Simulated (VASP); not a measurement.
# Te2Mo (P6_3/mmc) in VASP: single point with LDA

Aim: the single point of Te2Mo with LDA.

All numbers are computed with VASP 6.6.1; they aren't measurements. Logs are shortened: lines on timing, memory, paths and dates and some standing lists are left out, and cuts for length are marked.

**Measured values to compare with.**

“Broadband infrared study of pressure-tunable Fano resonance and metallization transition in 2H-MoTe2”, 2022, pmc:9569381 quotes, for a bulk crystal of Te2Mo at 300 K: band gap 0.88 ± 0.05 eV (indirect).

The runs below are set against these values where they give the same quantity.

## (1) The cell of the first run

Symmetry: P6_3/mmc, No. 194, hexagonal system. The conventional cell has a = 3.518 Å, b = 3.518 Å, c = 13.974 Å, α = 90.00°, β = 90.00°, γ = 120.00°. Within 3.6 Å of Te (site symmetry 3m) lie 3 Mo at 2.72 Å and 6 Te at 3.52 Å. Within 3.6 Å of Mo (site symmetry -6m2) lie 6 Te at 2.72 Å and 6 Mo at 3.52 Å.

## (2) Single point, LDA

The input, INCAR:

```
SYSTEM = Te2Mo
PREC = Accurate ; ENCUT = 520
EDIFF = 1E-6 ; ISMEAR = 0
SIGMA = 0.05 ; LREAL = .False.
LASPH = .True. ; NELM = 100
ALGO = Normal ; ISIF = 2
LWAVE = .False. ; LCHARG = .False.
GGA = CA ; NBANDS = 35
```

The input, KPOINTS:

```
Automatic mesh
0
Gamma
  12 12 2
  0 0 0
```

The input, POSCAR:

```
Te2Mo
1.0
    3.5181997508      0.0000000000      0.0000000000
   -1.7590998754      3.0468503597      0.0000000000
    0.0000000000      0.0000000000     13.9736000000
Te Mo
4 2
Direct
    0.3333333333      0.6666666667      0.6210000000
    0.6666666667      0.3333333333      0.1210000000
    0.3333333333      0.6666666667      0.8790000000
    0.6666666667      0.3333333333      0.3790000000
    0.3333333333      0.6666666667      0.2500000000
    0.6666666667      0.3333333333      0.7500000000
```

Potentials or basis: VASP PAW LDA potentials, release 64 (Te, Mo_sv).

On the command line:

```
$ cat potpaw_LDA.64/Te/POTCAR potpaw_LDA.64/Mo_sv/POTCAR > POTCAR
$ mpirun -np 1 vasp_std > vasp.out
```

OUTCAR:

```text
SYSTEM = Te2Mo
   PREC = Accurate
   ENCUT = 520
   EDIFF = 1E-6
   ISMEAR = 0
   LREAL = .False.
   LASPH = .True.
   NELM = 100
   ISIF = 2
   GGA = CA

 ion  position               nearest neighbor table
   1  0.333  0.667  0.621-   6 2.72   6 2.72   6 2.72   3 3.61
   2  0.667  0.333  0.121-   5 2.72   5 2.72   5 2.72   4 3.61
   3  0.333  0.667  0.879-   6 2.72   6 2.72   6 2.72   1 3.61
   4  0.667  0.333  0.379-   5 2.72   5 2.72   5 2.72   2 3.61
   5  0.333  0.667  0.250-   2 2.72   4 2.72   2 2.72   4 2.72   2 2.72   4 2.72
   6  0.667  0.333  0.750-   1 2.72   3 2.72   1 2.72   3 2.72   1 2.72   3 2.72

  LATTYP: Found a hexagonal cell.
 ALAT       =     3.5181997508
 C/A-ratio  =     3.9718040446

  Lattice vectors:

 A1 = (   3.5181997508,   0.0000000000,   0.0000000000)
 A2 = (  -1.7590998754,   3.0468503597,   0.0000000000)
 A3 = (   0.0000000000,   0.0000000000,  13.9736000000)

Analysis of symmetry for initial positions (statically):
=====================================================================
 Subroutine PRICEL returns:
 Original cell was already a primitive cell.

 Routine SETGRP: Setting up the symmetry group for a
 hexagonal supercell.

 Subroutine GETGRP returns: Found 24 space group operations
 (whereof 12 operations were pure point group operations)
 out of a pool of 24 trial point group operations.

The static configuration has the point symmetry D_3d.
 The point group associated with its full space group is D_6h.

Analysis of symmetry for dynamics (positions and initial velocities):
=====================================================================
 Subroutine PRICEL returns:
 Original cell was already a primitive cell.

 Routine SETGRP: Setting up the symmetry group for a
 hexagonal supercell.

 Subroutine GETGRP returns: Found 24 space group operations
 (whereof 12 operations were pure point group operations)
 out of a pool of 24 trial point group operations.

The dynamic configuration has the point symmetry D_3d.
 The point group associated with its full space group is D_6h.

 Subroutine INISYM returns: Found 24 space group operations
 (whereof 12 operations are pure point group operations),
 and found     1 'primitive' translations

----------------------------------------------------------------------------------------

                                     Primitive cell

  volume of cell :     149.7890

  direct lattice vectors                    reciprocal lattice vectors
     3.518199751  0.000000000  0.000000000     0.284236277  0.164103891  0.000000000
    -1.759099875  3.046850360  0.000000000     0.000000000  0.328207782  0.000000000
     0.000000000  0.000000000 13.973600000     0.000000000  0.000000000  0.071563520

  length of vectors
     3.518199751  3.518199751 13.973600000     0.328207782  0.328207782  0.071563520

  position of ions in fractional coordinates (direct lattice)
     0.333333333  0.666666667  0.621000000
     0.666666667  0.333333333  0.121000000
     0.333333333  0.666666667  0.879000000
     0.666666667  0.333333333  0.379000000
     0.333333333  0.666666667  0.250000000
     0.666666667  0.333333333  0.750000000

  ion indices of the primitive-cell ions
   primitive index   ion index
                 1           1
                 2           2
                 3           3
                 4           4
                 5           5
                 6           6

----------------------------------------------------------------------------------------

 KPOINTS: Automatic mesh

Automatic generation of k-mesh.
 Grid dimensions read from file:
 generate k-points for:   12   12    2

 Generating k-lattice:

  Cartesian coordinates                     Fractional coordinates (reciprocal lattice)
     0.023686356  0.013675324  0.000000000     0.083333333  0.000000000  0.000000000
     0.000000000  0.027350649  0.000000000     0.000000000  0.083333333  0.000000000
     0.000000000  0.000000000  0.035781760     0.000000000  0.000000000  0.500000000

  Length of vectors
     0.027350649  0.027350649  0.035781760

  Shift w.r.t. Gamma in fractional coordinates (k-lattice)
     0.000000000  0.000000000  0.000000000

 Subroutine IBZKPT returns following result:
 ===========================================

 Found     38 irreducible k-points:

 Following reciprocal coordinates:
            Coordinates               Weight
  0.000000  0.000000  0.000000      1.000000
  0.083333 -0.000000  0.000000      6.000000
  0.166667  0.000000  0.000000      6.000000
  0.250000 -0.000000  0.000000      6.000000
  0.333333 -0.000000  0.000000      6.000000
  0.416667 -0.000000  0.000000      6.000000
[... 16 lines left out ...]
  0.250000 -0.000000  0.500000      6.000000
  0.333333 -0.000000  0.500000      6.000000
 [... further k-points ...]
   k-points           NKPTS =     38   k-points in BZ     NKDIM =     38   number of bands    NBANDS=     35
   number of dos      NEDOS =    301   number of ions     NIONS =      6
   total plane-waves  NPLWV =  84672
   dimension x,y,z NGX =    28 NGY =   28 NGZ =  108
   dimension x,y,z NGXF=    56 NGYF=   56 NGZF=  216
   ions per type =               4   2
   NGX,Y,Z   is equivalent  to a cutoff of  13.23, 13.23, 12.85 a.u.
   NGXF,Y,Z  is equivalent  to a cutoff of  26.46, 26.46, 25.70 a.u.
 SYSTEM =  Te2Mo
   PREC   = accura    normal or accurate (medium, high low for compatibility)
   ISTART =      0    job   : 0-new  1-cont  2-samecut
   ICHARG =      2    charge: 1-file 2-atom 10-const
   ISPIN  =      1    spin polarized calculation?
   LNONCOLLINEAR =      F non collinear calculations
   LSORBIT =      F    spin-orbit coupling
   LASPH  =      T    aspherical Exc in radial PAW
   ENCUT  =  520.0 eV  38.22 Ry    6.18 a.u.   6.54  6.54 25.98*2*pi/ulx,y,z
   NELM   =    100;   NELMIN=  2; NELMDL= -5     # of ELM steps
   EDIFF  = 0.1E-05   stopping-criterion for ELM
   LREAL  =      F    real-space projection
   EDIFFG = 0.1E-04   stopping-criterion for IOM
   NSW    =      0    number of steps for IOM
   IBRION =     -1    ionic relax: 0-MD 1-quasi-New 2-CG
   NFREE  =      0    steps in history (QN), initial steepest desc. (CG)
   ISIF   =      2    stress and relaxation
   ISYM   =      2    0-nonsym 1-usesym 2-fastsym
   POTIM  = 0.5000    time-step for ionic-motion
   TEBEG  =    0.0;   TEEND  =   0.0 temperature during run
   PSTRESS=    0.0 pullay stress
   NELECT =      52.0000    total number of electrons
   NUPDOWN=      -1.0000    fix difference up-down
   EMIN   =  10.00;   EMAX   =-10.00  energy-range for DOS
   EFERMI =   0.00;   METHOD = LEGACY
   ISMEAR =     0;   SIGMA  =   0.05  broadening in eV -4-tet -1-fermi 0-gaus
   EFERMI_NEDOS =   21; number of points for ismear=-14 and -15
   IALGO  =     38    algorithm
   IMIX   =      4    mixing-type and parameters
     AMIX     =   0.40;   BMIX     =  1.00
     AMIX_MAG =   1.60;   BMIX_MAG =  1.00
  volume/ion in A,a.u.               =      24.96       168.47
  Fermi-wavevector in a.u.,A,eV,Ry     =   1.150578  2.174277 18.011789  1.323829
  Thomas-Fermi vector in A             =   2.287241
   LORBIT       =      0    0 simple, 1 ext, 2 COOP (PROOUT), +10 PAW based schemes
   GGA     = CA    functional components
   LHFCALC =     F    Hartree Fock is set to
   AEXX    =    0.0000 exact exchange contribution
   IVDW    =     0    specifies the selected vdW correction
   LEPSILON=     F    determine dielectric tensor
   LRPA    =     F    only Hartree local field effects (RPA)
 non-spin polarized calculation
 Gauss-broadening in eV      SIGMA  =   0.05
  energy-cutoff  :      520.00
  volume of cell :      149.79
 maximum number of plane-waves:      4095
 NGX is ok and might be reduce to    28
   NGX = 13   NGY = 13   NGZ = 51

 number of electron      51.9999997 magnetization

 Free energy of the ion-electron system (eV)
  ---------------------------------------------------
  ext. energy  EPLUGINS =         0.00000000
  ---------------------------------------------------
  free energy    TOTEN  =       -41.22448201 eV

  energy without entropy =      -41.22448201  energy(sigma->0) =      -41.22448201

 E-fermi :   8.2730     XC(G=0): -10.6526

 val. band max:        8.0173411514   @ k =   0.0000   0.0000   0.0000
 cond. band min:       8.7413741175   @ k =   0.2500   0.1667   0.0000
 fundamental gap:      0.7240329661
 Fermi energy:         8.2730157480

 k-point     1 :       0.0000    0.0000    0.0000
  band No.  band energies     occupation
      1     -52.4618      2.00000
      2     -52.4618      2.00000
      3     -26.8203      2.00000
      4     -26.8203      2.00000
      5     -26.6834      2.00000
      6     -26.6834      2.00000
[... 27 lines left out ...]
     34      11.3764      0.00000
     35      13.6256      0.00000

 k-point     2 :       0.0833   -0.0000    0.0000
  band No.  band energies     occupation
      1     -52.4611      2.00000
      2     -52.4611      2.00000
      3     -26.8183      2.00000
      4     -26.8183      2.00000
      5     -26.6924      2.00000
      6     -26.6924      2.00000
[... 27 lines left out ...]
     34      11.1865      0.00000
     35      14.0797      0.00000

 k-point     3 :       0.1667    0.0000    0.0000
  band No.  band energies     occupation
      1     -52.4593      2.00000
      2     -52.4593      2.00000
      3     -26.8129      2.00000
      4     -26.8128      2.00000
      5     -26.7169      2.00000
      6     -26.7169      2.00000
[... 27 lines left out ...]
     34      11.3875      0.00000
     35      14.3407      0.00000
[... 723 lines left out ...]
 k-point    23 :       0.2500   -0.0000    0.5000
  band No.  band energies     occupation
      1     -52.4567      2.00000
      2     -52.4567      2.00000
      3     -26.8054      2.00000
      4     -26.8054      2.00000
      5     -26.7503      2.00000
      6     -26.7503      2.00000
[... 27 lines left out ...]
     34      11.4097      0.00000
     35      14.0774      0.00000

 k-point    24 :       0.3333   -0.0000    0.5000
  band No.  band energies     occupation
      1     -52.4542      2.00000
      2     -52.4542      2.00000
      3     -26.7979      2.00000
      4     -26.7979      2.00000
      5     -26.7834      2.00000
      6     -26.7834      2.00000
[... 27 lines left out ...]
     34      11.4961      0.00000
     35      13.1607      0.00000

 [... further k-points ...]
[... 5 lines left out ...]
  --------------------------------------------------------------------------------------
  -------------------------------------------------------------------------------------
  Total       -2.6879237     -2.6879237     -2.4872352     -0.0000000      0.0000000      0.0000000
  in kB      -28.7506450    -28.7506450    -26.6040355     -0.0000000      0.0000000      0.0000000
  external PRESSURE =     -28.0351085 kB  Pullay stress =       0.0000000 kB

 VOLUME and BASIS-vectors are now :
 -----------------------------------------------------------------------------
  energy-cutoff  :      520.00
  volume of cell :      149.79
      direct lattice vectors                 reciprocal lattice vectors
     3.518199751  0.000000000  0.000000000     0.284236277  0.164103891  0.000000000
    -1.759099875  3.046850360  0.000000000     0.000000000  0.328207782  0.000000000
     0.000000000  0.000000000 13.973600000     0.000000000  0.000000000  0.071563520

 POSITION                                       TOTAL-FORCE (eV/Angst)
 -----------------------------------------------------------------------------------
     -0.00000      2.03123      8.67761         0.000000     -0.000000      0.239608
      1.75910      1.01562      1.69081        -0.000000     -0.000000      0.239608
     -0.00000      2.03123     12.28279         0.000000     -0.000000     -0.239608
      1.75910      1.01562      5.29599        -0.000000     -0.000000     -0.239608
     -0.00000      2.03123      3.49340        -0.000000      0.000000      0.000000
      1.75910      1.01562     10.48020         0.000000     -0.000000      0.000000
 -----------------------------------------------------------------------------------
    total drift:                               -0.000000      0.000000     -0.000000

  FREE ENERGIE OF THE ION-ELECTRON SYSTEM (eV)
  ---------------------------------------------------
  free  energy   TOTEN  =       -41.2244820084 eV

  energy  without entropy=      -41.2244820084  energy(sigma->0) =      -41.22448201
```

Run time: 5 min. Hardware: 1 thread of Intel Xeon 8259CL, shared host; peak memory 0.33 GiB.

What came out:

```
Free energy            : -41.2245 eV
Pressure               : -2.8 GPa
Largest force          : 0.240 eV/Å
Band gap on the k mesh : 0.72 eV, indirect (least direct gap 1.03 eV)
```

Forces on the atoms (eV/Å):
```
Te   0.000  0.000  0.240
Te   0.000  0.000  0.240
Te   0.000  0.000 -0.240
Te   0.000  0.000 -0.240
Mo   0.000  0.000  0.000
Mo   0.000  0.000  0.000
```

Caveat: spin-orbit coupling is left out, which moves the levels of the heavy elements.

## (3) How close it comes

Step 2. Against the measured gap of Te2Mo, 0.88 eV (indirect; 300 K; quoted in “Broadband infrared study of pressure-tunable Fano resonance and metallization transition in 2H-MoTe2”, 2022, pmc:9569381), the calculated 0.72 eV is off by -0.16 eV. Spin-orbit coupling on Mo, Te is left out. The value is that of LDA on a finite k mesh, which can miss the band edges, without temperature or zero-point motion. Semilocal functionals fall short of measured gaps as a rule.
